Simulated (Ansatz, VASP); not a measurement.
# One calculation of ZrHg3, two programs

```
Zr Hg
1.0
     4.36520    0.04365    0.04365
     0.04365    4.36520    0.04365
     0.04365    0.04365    4.36520
Zr Hg
1 3
Direct
  0.00000 0.00000 0.00000
  0.00000 0.50000 0.50000
  0.50000 0.00000 0.50000
  0.50000 0.50000 0.00000
```

Change from the starting cell: equal xy, yz and zx shear strains of +2 %.

Alike in both runs: task single point; functional PBEsol; k mesh 8 × 8 × 8; occupations fermi-dirac, width 0.05 eV; no spin polarisation.

|  | VASP | Ansatz |
| --- | --- | --- |
| version | VASP 6.6.1 | Ansatz 0.2.0 |
| potentials or method | VASP PAW PBE potentials, release 64 (Zr_sv, Hg), cutoff 520 eV | all-electron LAPW, scalar-relativistic |

```tsv
	VASP	Ansatz	Ansatz less VASP
pressure (GPa)	0.4	-0.1	-0.50
traceless stress, the component that is largest in VASP (GPa)	-0.99	-0.96	+0.027
```

VASP's potentials were made for PBE, not for PBEsol. Ansatz ran all-electron here, and VASP with PAW potentials.

Spin-orbit coupling is off throughout.
